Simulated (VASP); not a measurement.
The system is Pd3PbC.

```xyz
5
Lattice="4.2989 0.0000 0.0000 0.0000 4.2989 0.0000 0.0000 0.0000 4.2989" Properties=species:S:1:pos:R:3 pbc="T T T"
Pd    0.0000    2.1495    2.1495
Pd    2.1495    2.1495    0.0000
Pd    2.1495    0.0000    2.1495
Pb    0.0000    0.0000    0.0000
C     2.1495    2.1495    2.1495
```

```yaml
Program: VASP 6.6.1
Task: relaxation of cell and atoms
Functional: PBE
Dispersion: D3(BJ)
Potentials_or_basis: VASP PAW PBE potentials, release 64 (Pd, Pb_d, C)
Cutoff: 600 eV
k_mesh: 6 × 6 × 6
Occupations: methfessel-paxton, width 0.1 eV
Spin: no spin polarisation
```

At the start: pressure -6.4 GPa; volume 15.89 Å³/atom.

Where does the relaxation end?

Over 3 steps the energy falls by 14.5 meV/atom and the volume is 15.20 Å³/atom (-4.3 %); space group Pm-3m (No. 221, to 0.1 Å) before and after.

The path:
| step | energy change (eV) | largest force (eV/Å) | pressure (GPa) | volume (Å³) |
| --- | --- | --- | --- | --- |
| 1 | 0.0000 | 0.0000 | -6.36 | 79.45 |
| 2 | 0.0214 | 0.0000 | 8.80 | 72.41 |
| 3 | -0.0723 | 0.0000 | -0.05 | 76.02 |

Final structure:
```
Pd Pb C
1.0
     4.23618    0.00000    0.00000
     0.00000    4.23618    0.00000
     0.00000    0.00000    4.23618
Pd Pb C
3 1 1
Direct
  0.00000 0.50000 0.50000
  0.50000 0.50000 0.00000
  0.50000 0.00000 0.50000
  0.00000 0.00000 0.00000
  0.50000 0.50000 0.50000
```
